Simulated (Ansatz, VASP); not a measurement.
## Si: VASP and Ansatz over several settings

```
Si
1.0
    -1.60493    1.60493    1.30249
     1.60493   -1.60493    1.30249
     1.60493    1.60493   -1.30249
Si
1
Direct
  0.00000 0.00000 0.00000
```

Single points on this cell with VASP 6.6.1 and Ansatz 0.2.0. Each row is one pair of runs. Alike in all rows: spin: off; smearing: fermi-dirac, width 0.05 eV.

```tsv
level	k mesh	VASP's potentials, cutoff	Ansatz's potentials, cutoff	gap on the k mesh at the Fermi level (eV), VASP	gap on the k mesh at the Fermi level (eV), Ansatz	pressure (GPa), VASP	pressure (GPa), Ansatz
r2SCAN	13 × 13 × 13	VASP PAW PBE potentials, release 64 (Si), 520 eV	Ansatz PAW, 500 eV	none	none	4.2	4.1
PBE0	6 × 6 × 6	VASP PAW PBE potentials, release 64 (Si), 520 eV	Ansatz PAW, 420 eV	none	none	4.3	4.7
LDA	13 × 13 × 13	VASP PAW LDA potentials, release 64 (Si), 520 eV	Ansatz PAW, 420 eV	none	none	4.2	4.1
```

Pressure (GPa): the two programs differ by at most 0.42.

A gap of «none» marks a metal or a gap that the smearing closes.

The k mesh is coarse in some rows, so the values compare programs but aren't converged.
